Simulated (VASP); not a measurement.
Here is a VASP 6.6.1 calculation.

Contents of INCAR:

```
PREC = Accurate
ENCUT = 600
EDIFF = 1E-6
ISMEAR = 0
SIGMA = 0.01
LREAL = F
LASPH = T
NELM = 120
ALGO = Normal
ISIF = 2
LWAVE = F
LCHARG = F
GGA = PE
NBANDS = 15
GGA_COMPAT = F
```

Contents of KPOINTS:

```
regular mesh
0
Gamma
  3 3 3
```

Contents of POSCAR:

```
BaO
1.0
    0.0000000000      2.7500000000      2.7500000000
    2.7500000000      0.0000000000      2.7500000000
    2.7500000000      2.7500000000      0.0000000000
Ba O
1 1
Direct
    0.0000000000      0.0000000000      0.0000000000
    0.5000000000      0.5000000000      0.5000000000
```

Potentials or basis: VASP PAW PBE potentials, release 64 (Ba_sv, O).

The run is started by

```sh
$ cat potpaw_PBE.64/Ba_sv/POTCAR potpaw_PBE.64/O/POTCAR > POTCAR
$ mpirun -np 1 vasp_std > vasp.out
```

Estimate the band gap on the k mesh.

2.59 eV, indirect (least direct gap 2.64 eV).

Estimate the pressure.

4.9 GPa.

Caveat: the k points lie up to 0.66 Å⁻¹ apart; spin-orbit coupling is left out, which moves the levels of the heavy elements. A hybrid or GW would open this gap; PBE tends to underestimate it.
